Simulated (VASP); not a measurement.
A run of VASP 6.6.1 is set up as follows.

The input INCAR:

```
SYSTEM = Ti
  PREC = Accurate
  ENCUT = 520
  EDIFF = 1E-6
  ISMEAR = -1
  SIGMA = 0.1
  LREAL = .False.
  LASPH = .True.
  NELM = 100
  ALGO = Normal
  ISIF = 2
  LWAVE = .False.
  LCHARG = .True.
  GGA = CA
  LELF = .True.
  LVHAR = .True.
  NBANDS = 12
```

File KPOINTS:

```
regular mesh
0
Gamma
  12 12 12
  0 0 0
```

The input POSCAR:

```
Ti
1.0
    0.0000000000      2.0300000000      2.0300000000
    2.0300000000      0.0000000000      2.0300000000
    2.0300000000      2.0300000000      0.0000000000
Ti
1
Direct
    0.0000000000      0.0000000000      0.0000000000
```

Potentials or basis: VASP PAW LDA potentials, release 64 (Ti_sv).

The run is started by

```sh
$ cat potpaw_LDA.64/Ti_sv/POTCAR > POTCAR
$ mpirun -np 1 vasp_std > vasp.out
```

Estimate the pressure.

-4.8 GPa.

Estimate the band gap on the k mesh.

zero (band 6 reaches 9.26 eV, above the bottom of band 7 at 8.00 eV).
